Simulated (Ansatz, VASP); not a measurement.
**Si2As: VASP beside Ansatz**

The input INCAR:

```
SYSTEM = Si2As
ALGO = Normal
EDIFF = 1E-7
ENCUT = 520
GGA = PE
ISIF = 2
ISMEAR = 0
LASPH = .TRUE.
LCHARG = .FALSE.
LREAL = .FALSE.
LWAVE = .FALSE.
NBANDS = 22
NELM = 60
PREC = Accurate
SIGMA = 0.1
```

KPOINTS

```
k-points
0
G
  4 4 8
  0 0 0
```

The input POSCAR:

```
Si2As
1.0
    6.0065016100      0.0000000000      0.0000000000
    0.0000000000      6.0065016100      0.0000000000
    0.0000000000      0.0000000000      2.3805473500
Si As
4 2
Direct
    0.8631799800      0.6368200200      0.0000000000
    0.1368200200      0.3631799800      0.0000000000
    0.6368200200      0.1368200200      0.0000000000
    0.3631799800      0.8631799800      0.0000000000
    0.5000000000      0.5000000000      0.0000000000
    0.0000000000      0.0000000000      0.0000000000
```

Input for Ansatz:

```yaml
crystal:
  lattice:
    - [6.00650161, 0.0, 0.0]
    - [0.0, 6.00650161, 0.0]
    - [0.0, 0.0, 2.38054735]
  atoms:
    - { symbol: Si, position: [0.86317998, 0.63682002, 0.0] }
    - { symbol: Si, position: [0.13682002, 0.36317998, 0.0] }
    - { symbol: Si, position: [0.63682002, 0.13682002, 0.0] }
    - { symbol: Si, position: [0.36317998, 0.86317998, 0.0] }
    - { symbol: As, position: [0.5, 0.5, 0.0] }
    - { symbol: As, position: [0.0, 0.0, 0.0] }
basis:
  ecutwfc: 420
kpoints:
  mp_grid: { grid: [4, 4, 8] }
hamiltonian:
  xc: pbe
scf:
  occupations: { method: gaussian, width: 0.1 }
  lower_state_search: "off"
output:
  forces: true
  stress: true
  eigenvalues: true
```

Alike in both runs: task single point; functional PBE; k mesh 4 × 4 × 8; occupations gaussian, width 0.1 eV; no spin polarisation.

|  | VASP | Ansatz |
| --- | --- | --- |
| version | VASP 6.6.1 | Ansatz 0.2.0 |
| potentials or method | VASP PAW PBE potentials, release 64 (Si, As), cutoff 520 eV | scalar-relativistic, plane waves, PAW |
| valence electrons in the cell | 26 | 46 |

```tsv
	VASP	Ansatz	Ansatz less VASP
gap on the k mesh at the Fermi level (eV)	none	none	-
rms of the force components (eV/Å)	0.388	0.371	-0.0172
```

Atom by atom the forces differ by 0.017 eV/Å (rms over components). A gap of «none» marks a metal or a gap that the smearing closes. The functional is the same, so the differences come from potentials, cutoffs and numerics. VASP's potentials hold 26 valence electrons a cell and Ansatz's 46, so a difference there can come from the potentials and not from the codes.
